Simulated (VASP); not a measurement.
# TaN (Fm-3m) in VASP: further runs

The runs below take TaN through single point, relaxation of cell and atoms, with PBEsol, PBEsol+U, BLYP.

Everything below comes from runs of VASP 6.6.1. Logs are shortened: lines on timing, memory, paths and dates and some standing lists are left out, and cuts for length are marked.

### Step 1. The cell of the first run

Symmetry: Fm-3m, No. 225, cubic system. Conventional cell: a = 4.355 Å, b = 4.355 Å, c = 4.355 Å, α = 90.00°, β = 90.00°, γ = 90.00°. Within 2.9 Å of Ta (site symmetry m-3m) lie 6 N at 2.18 Å. Within 2.9 Å of N (site symmetry m-3m) lie 6 Ta at 2.18 Å.

### Step 2. Single point, PBEsol

INCAR

```
ALGO = Normal ; EDIFF = 1E-6
ENCUT = 700 ; GGA = PS
GGA_COMPAT = False ; ISIF = 2
ISMEAR = -1 ; LASPH = True
LCHARG = False ; LREAL = False
LWAVE = False ; NBANDS = 16
NELM = 120 ; PREC = Accurate
SIGMA = 0.05
```

KPOINTS

```
k-points
0
Gamma
  10 10 10
```

POSCAR

```
TaN
1.0
    0.0000000000      2.1777402578      2.1777402578
    2.1777402578      0.0000000000      2.1777402578
    2.1777402578      2.1777402578      0.0000000000
Ta N
1 1
Direct
    0.5000000000      0.5000000000      0.5000000000
    0.0000000000      0.0000000000      0.0000000000
```

Potentials or basis: VASP PAW PBE potentials, release 64 (Ta_sv_GW, N).

Started as:

```bash
> cat potpaw_PBE.64/Ta_sv_GW/POTCAR potpaw_PBE.64/N/POTCAR > POTCAR
> mpirun -np 1 vasp_std > vasp.out
```

OUTCAR:

```text
EDIFF = 1E-6
   ENCUT = 700
   GGA = PS
   ISIF = 2
   ISMEAR = -1
   LASPH = True
   LREAL = False
   NELM = 120
   PREC = Accurate

 ion  position               nearest neighbor table
   1  0.500  0.500  0.500-   2 2.18   2 2.18   2 2.18   2 2.18   2 2.18   2 2.18
   2  0.000  0.000  0.000-   1 2.18   1 2.18   1 2.18   1 2.18   1 2.18   1 2.18

  LATTYP: Found a face centered cubic cell.
 ALAT       =     4.3554805156

  Lattice vectors:

 A1 = (   0.0000000000,   2.1777402578,   2.1777402578)
 A2 = (   2.1777402578,   0.0000000000,   2.1777402578)
 A3 = (   2.1777402578,   2.1777402578,   0.0000000000)

Analysis of symmetry for initial positions (statically):
=====================================================================
 Subroutine PRICEL returns:
 Original cell was already a primitive cell.

 Routine SETGRP: Setting up the symmetry group for a
 face centered cubic supercell.

 Subroutine GETGRP returns: Found 48 space group operations
 (whereof 48 operations were pure point group operations)
 out of a pool of 48 trial point group operations.

The static configuration has the point symmetry O_h .

Analysis of symmetry for dynamics (positions and initial velocities):
=====================================================================
 Subroutine PRICEL returns:
 Original cell was already a primitive cell.

 Routine SETGRP: Setting up the symmetry group for a
 face centered cubic supercell.

 Subroutine GETGRP returns: Found 48 space group operations
 (whereof 48 operations were pure point group operations)
 out of a pool of 48 trial point group operations.

The dynamic configuration has the point symmetry O_h .

 Subroutine INISYM returns: Found 48 space group operations
 (whereof 48 operations are pure point group operations),
 and found     1 'primitive' translations

----------------------------------------------------------------------------------------

                                     Primitive cell

  volume of cell :      20.6561

  direct lattice vectors                    reciprocal lattice vectors
     0.000000000  2.177740258  2.177740258    -0.229595792  0.229595792  0.229595792
     2.177740258  0.000000000  2.177740258     0.229595792 -0.229595792  0.229595792
     2.177740258  2.177740258  0.000000000     0.229595792  0.229595792 -0.229595792

  length of vectors
     3.079789808  3.079789808  3.079789808     0.397671578  0.397671578  0.397671578

  position of ions in fractional coordinates (direct lattice)
     0.500000000  0.500000000  0.500000000
     0.000000000  0.000000000  0.000000000

  ion indices of the primitive-cell ions
[... 69 lines left out ...]
   ISPIN  =      1    spin polarized calculation?
   LNONCOLLINEAR =      F non collinear calculations
   LSORBIT =      F    spin-orbit coupling
   LASPH  =      T    aspherical Exc in radial PAW
   ENCUT  =  700.0 eV  51.45 Ry    7.17 a.u.   6.64  6.64  6.64*2*pi/ulx,y,z
   NELM   =    120;   NELMIN=  2; NELMDL= -5     # of ELM steps
   EDIFF  = 0.1E-05   stopping-criterion for ELM
   LREAL  =      F    real-space projection
[... 7 lines left out ...]
   TEBEG  =    0.0;   TEEND  =   0.0 temperature during run
   PSTRESS=    0.0 pullay stress
   NELECT =      18.0000    total number of electrons
   NUPDOWN=      -1.0000    fix difference up-down
   EMIN   =  10.00;   EMAX   =-10.00  energy-range for DOS
   EFERMI =   0.00;   METHOD = LEGACY
   ISMEAR =    -1;   SIGMA  =   0.05  broadening in eV -4-tet -1-fermi 0-gaus
   EFERMI_NEDOS =   21; number of points for ismear=-14 and -15
   IALGO  =     38    algorithm
   IMIX   =      4    mixing-type and parameters
     AMIX     =   0.40;   BMIX     =  1.00
     AMIX_MAG =   1.60;   BMIX_MAG =  1.00
  volume/ion in A,a.u.               =      10.33        69.70
  Fermi-wavevector in a.u.,A,eV,Ry     =   1.563686  2.954938 33.267800  2.445114
  Thomas-Fermi vector in A             =   2.666421
   LORBIT       =      0    0 simple, 1 ext, 2 COOP (PROOUT), +10 PAW based schemes
   GGA     = PS    functional components
   LHFCALC =     F    Hartree Fock is set to
   AEXX    =    0.0000 exact exchange contribution
   IVDW    =     0    specifies the selected vdW correction
   LEPSILON=     F    determine dielectric tensor
   LRPA    =     F    only Hartree local field effects (RPA)
 non-spin polarized calculation
  energy-cutoff  :      700.00
  volume of cell :       20.66
 maximum number of plane-waves:       893
   NGX = 13   NGY = 13   NGZ = 13

 number of electron      17.9999999 magnetization

 Free energy of the ion-electron system (eV)
  ---------------------------------------------------
  ext. energy  EPLUGINS =         0.00000000
  ---------------------------------------------------
  free energy    TOTEN  =       -25.77274888 eV

  energy without entropy =      -25.76709225  energy(sigma->0) =      -25.76992057

 E-fermi :  14.1187     XC(G=0): -14.1296

 val. band max:       14.0207086193   @ k =  -0.2000   0.2000   0.0000
 cond. band min:      14.1316672407   @ k =   0.0000   0.0000   0.0000
 fundamental gap:      0.1109586214
 Fermi energy:        14.1186852612

 k-point     1 :       0.0000    0.0000    0.0000
  band No.  band energies     occupation
      1     -55.3735      2.00000
      2     -21.5443      2.00000
      3     -21.5443      2.00000
      4     -21.5443      2.00000
      5      -4.9249      2.00000
      6      10.2289      2.00000
[... 433 lines left out ...]
      3     -21.8156      2.00000
      4     -21.7864      2.00000
      5      -3.3016      2.00000
      6       6.0100      2.00000
[... 8 lines left out ...]
     15      25.0249      0.00000
     16      29.5568      0.00000

 [... further k-points ...]

------------------------ aborting loop because EDIFF is reached ----------------------------------------

  FORCE on cell =-STRESS in cart. coord.  units (eV):
  Direction    XX          YY          ZZ          XY          YZ          ZX
  --------------------------------------------------------------------------------------
  -------------------------------------------------------------------------------------
  Total        0.6503423      0.6503423      0.6503423     -0.0000000     -0.0000000      0.0000000
  in kB       50.4433969     50.4433969     50.4433969     -0.0000000     -0.0000000      0.0000000
  external PRESSURE =      50.4433969 kB  Pullay stress =       0.0000000 kB

 VOLUME and BASIS-vectors are now :
 -----------------------------------------------------------------------------
  energy-cutoff  :      700.00
  volume of cell :       20.66
      direct lattice vectors                 reciprocal lattice vectors
     0.000000000  2.177740258  2.177740258    -0.229595792  0.229595792  0.229595792
     2.177740258  0.000000000  2.177740258     0.229595792 -0.229595792  0.229595792
     2.177740258  2.177740258  0.000000000     0.229595792  0.229595792 -0.229595792

 POSITION                                       TOTAL-FORCE (eV/Angst)
 -----------------------------------------------------------------------------------
      2.17774      2.17774      2.17774        -0.000000     -0.000000      0.000000
      0.00000      0.00000      0.00000         0.000000      0.000000      0.000000
 -----------------------------------------------------------------------------------
    total drift:                                0.000000      0.000000      0.000000

  FREE ENERGIE OF THE ION-ELECTRON SYSTEM (eV)
  ---------------------------------------------------
  free  energy   TOTEN  =       -25.7727488834 eV

  energy  without entropy=      -25.7670922468  energy(sigma->0) =      -25.76992057
```

OSZICAR:

```text
N       E                     dE             d eps       ncg     rms          rms(c)
DAV:   1     0.135473602725E+03    0.13547E+03   -0.13656E+04  1512   0.147E+03
DAV:   2    -0.235177847809E+02   -0.15899E+03   -0.15279E+03  2168   0.380E+02
DAV:   3    -0.295410232755E+02   -0.60232E+01   -0.60126E+01  1800   0.668E+01
DAV:   4    -0.297071851364E+02   -0.16616E+00   -0.16616E+00  2064   0.771E+00
DAV:   5    -0.297128627403E+02   -0.56776E-02   -0.56776E-02  1832   0.108E+00    0.497E+01
DAV:   6    -0.259245254829E+02    0.37883E+01   -0.79385E+00  1840   0.264E+01    0.484E+01
DAV:   7    -0.258219825085E+02    0.10254E+00   -0.43538E-01  1568   0.577E+00    0.239E+01
DAV:   8    -0.257739915602E+02    0.47991E-01   -0.13041E-01  1848   0.298E+00    0.164E+00
DAV:   9    -0.257728526103E+02    0.11389E-02   -0.36842E-03  1800   0.606E-01    0.547E-01
DAV:  10    -0.257727587107E+02    0.93900E-04   -0.13209E-03  1560   0.362E-01    0.107E-01
DAV:  11    -0.257727565069E+02    0.22038E-05   -0.69172E-05  1864   0.879E-02    0.138E-01
DAV:  12    -0.257727487148E+02    0.77920E-05   -0.14542E-05  1840   0.367E-02    0.104E-02
DAV:  13    -0.257727488834E+02   -0.16855E-06   -0.14125E-06  1352   0.943E-03
   1 F= -.25772749E+02 E0= -.25769921E+02  d E =-.565664E-02
```

stdout:

```text
POSCAR found type information on POSCAR TaN
 POSCAR found :  2 types and       2 ions
 scaLAPACK will be used
 -----------------------------------------------------------------------------
|                                                                             |
|                                                                             |
|     You enforced a specific xc type in the INCAR file but a different       |
|     I HOPE YOU KNOW WHAT YOU ARE DOING!                                     |
|                                                                             |
 -----------------------------------------------------------------------------

 LDA part: xc-table for (Slater+PW92), standard interpolation
 POSCAR, INCAR and KPOINTS ok, starting setup
 FFT: planning ... GRIDC
 FFT: planning ... GRID_SOFT
 FFT: planning ... GRID
 WAVECAR not read
 entering main loop
```

It took 21 s on 1 thread of AMD EPYC 7R13 (Zen 3), shared host; peak memory 0.15 GiB.

Results:

```yaml
Free_energy: -25.7727 eV
Pressure: 5.0 GPa
Band_gap_on_the_k_mesh: zero (bands 9 and 10 overlap by 4.21 eV)
```

Caveat: the cell stands under pressure; the PAW data sets were made with another functional, which shifts forces and pressure a little; spin-orbit coupling is left out, which moves the levels of the heavy elements.

### Step 3. Single point, PBEsol, non-collinear spin, zero start, spin-orbit coupling

This run uses another cell than the first one, of 10.81 Å³/atom.

INCAR

```
PREC = Accurate ; ENCUT = 700
EDIFF = 1E-6 ; ISMEAR = -1
SIGMA = 0.05 ; LREAL = F
LASPH = T ; NELM = 200
ALGO = Normal ; ISIF = 2
LWAVE = F ; LCHARG = F
LNONCOLLINEAR = T ; MAGMOM = 0 0 0 0 0 0
LORBIT = 11 ; LSORBIT = T
GGA_COMPAT = F ; LORBMOM = T
LMAXMIX = 4 ; GGA = PS
NBANDS = 30
```

KPOINTS

```
regular mesh
0
Gamma
  7 7 7
```

POSCAR

```
TaN
1.0
    0.0000000000      2.2113230000      2.2113230000
    2.2113230000      0.0000000000      2.2113230000
    2.2113230000      2.2113230000      0.0000000000
Ta N
1 1
Direct
    0.5000000000      0.5000000000      0.5000000000
    0.0000000000      0.0000000000      0.0000000000
```

Potentials or basis: VASP PAW PBE potentials, release 64 (Ta_sv_GW, N).

Started as:

```bash
> cat potpaw_PBE.64/Ta_sv_GW/POTCAR potpaw_PBE.64/N/POTCAR > POTCAR
> mpirun -np 1 vasp_ncl > vasp.out
```

OUTCAR:

```text
PREC = Accurate
   ENCUT = 700
   EDIFF = 1E-6
   ISMEAR = -1
   LREAL = F
   LASPH = T
   NELM = 200
   ISIF = 2
   LNONCOLLINEAR = T
   LORBIT = 11
   LSORBIT = T
   GGA = PS

 ion  position               nearest neighbor table
   1  0.500  0.500  0.500-   2 2.21   2 2.21   2 2.21   2 2.21   2 2.21   2 2.21
   2  0.000  0.000  0.000-   1 2.21   1 2.21   1 2.21   1 2.21   1 2.21   1 2.21

  LATTYP: Found a face centered cubic cell.
 ALAT       =     4.4226460000

[... 952 lines left out ...]
 l=   3
     0.0000000     0.0000000     0.0000000     0.0000000     0.0000000     0.0000000     0.0000000
     0.0000000     0.0000000     0.0000000     0.0000000     0.0000000     0.0000000     0.0000000
     0.0000000     0.0000000     0.0000000     0.0000000     0.0000000     0.0000000     0.0000000
     0.0000000     0.0000000     0.0000000     0.0000000     0.0000000     0.0000000     0.0000000
     0.0000000     0.0000000     0.0000000     0.0000000     0.0000000     0.0000000     0.0000000
     0.0000000     0.0000000     0.0000000     0.0000000     0.0000000     0.0000000     0.0000000
     0.0000000     0.0000000     0.0000000     0.0000000     0.0000000     0.0000000     0.0000000

 total charge

# of ion       s       p       d       f       tot
--------------------------------------------------
    1        3.077   6.040   2.380   0.127  11.625
    2        1.217   2.491   0.000   0.000   3.707
--------------------------------------------------
tot          4.294   8.531   2.380   0.127  15.332

 magnetization (x)

# of ion       s       p       d       f       tot
--------------------------------------------------
    1       -0.000   0.000   0.000   0.000   0.000
    2        0.000  -0.000   0.000   0.000  -0.000
--------------------------------------------------
tot         -0.000  -0.000   0.000   0.000   0.000

 magnetization (y)

# of ion       s       p       d       f       tot
--------------------------------------------------
    1        0.000  -0.000   0.000  -0.000   0.000
    2       -0.000   0.000   0.000   0.000   0.000
--------------------------------------------------
tot         -0.000   0.000   0.000  -0.000   0.000

 magnetization (z)

# of ion       s       p       d       f       tot
--------------------------------------------------
    1        0.000   0.000   0.000  -0.000   0.000
    2        0.000   0.000   0.000   0.000   0.000
--------------------------------------------------
tot          0.000   0.000   0.000  -0.000   0.000
```

OSZICAR:

```text
N       E                     dE             d eps       ncg     rms          rms(c)
DAV:   1     0.155314347305E+03    0.15531E+03   -0.13019E+04  1200   0.155E+03
DAV:   2    -0.203656736870E+02   -0.17568E+03   -0.16915E+03  1500   0.410E+02
DAV:   3    -0.308344880150E+02   -0.10469E+02   -0.10392E+02  1550   0.974E+01
DAV:   4    -0.311908559516E+02   -0.35637E+00   -0.35626E+00  1478   0.139E+01
DAV:   5    -0.311936733090E+02   -0.28174E-02   -0.28173E-02  1470   0.149E+00    0.484E+01
DAV:   6    -0.273102429379E+02    0.38834E+01   -0.79120E+00  1398   0.280E+01    0.496E+01
DAV:   7    -0.272287270802E+02    0.81516E-01   -0.75935E-01  1290   0.729E+00    0.276E+01
DAV:   8    -0.271708712924E+02    0.57856E-01   -0.20376E-01  1326   0.386E+00    0.106E+00
DAV:   9    -0.271680757685E+02    0.27955E-02   -0.11125E-02  1408   0.932E-01    0.187E+00
DAV:  10    -0.271680211238E+02    0.54645E-04   -0.13603E-03  1310   0.342E-01    0.131E+00
DAV:  11    -0.271680335185E+02   -0.12395E-04   -0.10958E-04  1350   0.110E-01    0.628E-01
DAV:  12    -0.271679599502E+02    0.73568E-04   -0.30905E-04  1272   0.200E-01    0.610E-01
DAV:  13    -0.271679449022E+02    0.15048E-04   -0.46255E-05  1384   0.655E-02    0.253E-01
DAV:  14    -0.271679465815E+02   -0.16793E-05   -0.41767E-06  1170   0.187E-02    0.219E-02
DAV:  15    -0.271679465337E+02    0.47806E-07   -0.15207E-07   654   0.440E-03
   1 F= -.27167947E+02 E0= -.27165060E+02  d E =-.577309E-02  mag=    -0.0000    -0.0000    -0.0000
```

Wall time 70 s (1 thread of Intel Xeon Platinum 8259CL at 2.50GHz (Skylake/Cascade Lake), shared host); peak memory 0.27 GiB.

What came out:

* Free energy: -27.1679 eV
* Pressure: -10.5 GPa
* Net moment: 0.00 μB per cell
* Valence electrons inside the program's atomic spheres: Ta 11.62; N 3.71

Moments on the atoms (μB; x, y, z):
```
Ta  0.00 0.00 0.00
N   0.00 0.00 0.00
```

Caveat: the cell stands under tension; the PAW data sets were made with another functional, which shifts forces and pressure a little.

### Step 4. Single point, PBEsol+U

This run uses another cell than the first one, of 10.81 Å³/atom.

INCAR

```
SYSTEM = TaN
ALGO = Normal ; EDIFF = 1E-6
ENCUT = 700 ; GGA = PS
GGA_COMPAT = .FALSE. ; ISIF = 2
ISMEAR = -1 ; LASPH = .TRUE.
LCHARG = .FALSE. ; LDAU = .TRUE.
LDAUJ = 0 0 ; LDAUL = 2 -1
LDAUPRINT = 1 ; LDAUTYPE = 2
LDAUU = 8 0 ; LMAXMIX = 4
LREAL = .FALSE. ; LWAVE = .FALSE.
NBANDS = 16 ; NELM = 200
PREC = Accurate ; SIGMA = 0.05
```

KPOINTS

```
k-points
0
G
  10 10 10
  0 0 0
```

POSCAR is that of step 3.

Started as:

```bash
> cat potpaw_PBE.64/Ta_sv_GW/POTCAR potpaw_PBE.64/N/POTCAR > POTCAR
> mpirun -np 1 vasp_std > vasp.out
```

It took 28 s on 1 thread of Intel Xeon 6975P-C (Granite Rapids), shared host; peak memory 0.18 GiB.

The run converged. Its results:

```yaml
Free_energy: -18.7836 eV
Pressure: 14.5 GPa
Band_gap_on_the_k_mesh: zero (bands 9 and 10 overlap by 3.88 eV)
```

Levels at points of the mesh, in eV from the Fermi level:
| k point | band 7 | band 8 | band 9 | band 10 | band 11 | band 12 |
| --- | --- | --- | --- | --- | --- | --- |
| (0.00, 0.00, 0.00) | -4.32 | -4.32 | -1.92 | -1.92 | -1.92 | 0.51 |
| (0.50, 0.00, 0.00) | -7.48 | -7.48 | 1.96 | 2.17 | 2.17 | 2.66 |
| (0.50, 0.50, 0.00) | -5.41 | -5.22 | -5.22 | 2.97 | 3.88 | 3.88 |

Eigenvalues of the final occupation matrices:
```
    site  spin  trace               eigenvalues
site 1 d     1   1.05  0.17 0.17 0.24 0.24 0.24
site 1 d     2   1.05  0.17 0.17 0.24 0.24 0.24
```

Caveat: the cell stands under pressure; the PAW data sets were made with another functional, which shifts forces and pressure a little; spin-orbit coupling is left out, which moves the levels of the heavy elements; U without spin polarisation on a metal has little footing.

[end of part 1 of 2]

The gap in the log of VASP goes by the Fermi energy; the results here count the filled bands.